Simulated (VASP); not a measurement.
Input of a VASP 6.6.1 run:

File INCAR:

```
  PREC = Accurate
  ENCUT = 520
  EDIFF = 1E-6
  ISMEAR = -1
  SIGMA = 0.05
  LREAL = F
  LASPH = T
  NELM = 60
  ALGO = Normal
  ISIF = 2
  LWAVE = F
  LCHARG = T
  GGA = PS
  LELF = T
  LVHAR = T
  NBANDS = 22
```

KPOINTS

```
regular mesh
0
Gamma
  6 6 4
```

Contents of POSCAR:

```
Cd2S
1.0
    3.9626700490      0.0000000000      0.0000000000
   -1.9813350245      3.4317729293      0.0000000000
    0.0000000000      0.0000000000      5.8091920000
Cd S
2 1
Direct
    0.3333333333      0.6666666667      0.9327170000
    0.6666666667      0.3333333333      0.5787350000
    0.3333333333      0.6666666667      0.3657050000
```

Potentials or basis: VASP PAW PBE potentials, release 64 (Cd, S).

The run is started by

```console
$ cat potpaw_PBE.64/Cd/POTCAR potpaw_PBE.64/S/POTCAR > POTCAR
$ mpirun -np 1 vasp_std > vasp.out
```

Problem. Estimate the band gap on the k mesh.

Solution. 0.09 eV, indirect (least direct gap 0.47 eV).

Problem. Predict the largest force.

Solution. 0.106 eV/Å.

Problem. Predict the pressure.

Solution. -2.8 GPa.

Forces on the atoms (eV/Å):
```
Cd   0.000  0.000  0.013
Cd   0.000  0.000 -0.106
S    0.000  0.000  0.094
```

Caveat: the PAW data sets were made with another functional, which shifts forces and pressure a little. A k mesh can miss the band edges.
